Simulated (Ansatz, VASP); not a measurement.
**KF in VASP and in Ansatz**

```xyz
2
Lattice="-0.0267 2.6601 2.6601 2.6601 -0.0267 2.6601 2.6601 2.6601 -0.0267" Properties=species:S:1:pos:R:3 pbc="T T T"
K     0.0000    0.0000    0.0000
F     2.6468    2.6468    2.6468
```

Change from the starting cell: equal xy, yz and zx shear strains of -1 %.

Alike in both runs: task single point; functional PBEsol; k mesh 9 × 9 × 9; occupations fermi-dirac, width 0.01 eV; no spin polarisation.

|  | VASP | Ansatz |
| --- | --- | --- |
| version | VASP 6.6.1 | Ansatz 0.2.0 |
| potentials or method | VASP PAW PBE potentials, release 64 (K_sv, F), cutoff 520 eV | all-electron LAPW, scalar-relativistic |

Ansatz gave:

* gap on the k mesh at the Fermi level (eV): 6.02
* pressure (GPa): -0.7
* traceless stress, the component that is largest in VASP (GPa): 0.14

**Question.** Which values does VASP return?

**Answer.** gap on the k mesh at the Fermi level (eV): 6.01; pressure (GPa): -0.7; traceless stress, the component that is largest in VASP (GPa): 0.13.

VASP's potentials were made for PBE, not for PBEsol. Ansatz ran all-electron here, and VASP with PAW potentials.
